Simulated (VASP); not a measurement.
A run of VASP 6.6.1:

The input INCAR:

```
  PREC = Accurate
  ENCUT = 520
  EDIFF = 1E-7
  ISMEAR = 0
  SIGMA = 0.01
  LREAL = False
  LASPH = True
  NELM = 60
  ALGO = Normal
  ISIF = 2
  LWAVE = False
  LCHARG = True
  GGA = PE
  LELF = True
  LVHAR = True
  NBANDS = 12
```

The input KPOINTS:

```
Automatic mesh
0
Gamma
  6 6 4
```

Contents of POSCAR:

```
LiH
1.0
    3.2006326459      0.0000000000      0.0000000000
   -1.6003163229      2.7718291795      0.0000000000
    0.0000000000      0.0000000000      3.9994745541
Li H
2 2
Direct
    0.3333333333      0.6666666667     -0.0625092939
    0.6666666667      0.3333333333      0.4374907061
    0.3333333333      0.6666666667      0.4375092939
    0.6666666667      0.3333333333      0.9375092939
```

Potentials or basis: VASP PAW PBE potentials, release 64 (Li_sv, H).

Run with:

```sh
$ cat potpaw_PBE.64/Li_sv/POTCAR potpaw_PBE.64/H/POTCAR > POTCAR
$ mpirun -np 1 vasp_std > vasp.out
```

Hardware: 1 thread of Intel(R) Xeon(R) 6975P-C (Granite Rapids) (shared host).

Task: Estimate the wall time of this run.

Result: Wall time 4 s on 1 thread of Intel(R) Xeon(R) 6975P-C (Granite Rapids) (shared host), peak memory 0.13 GiB. Counts: scf iterations 13, k points 21.
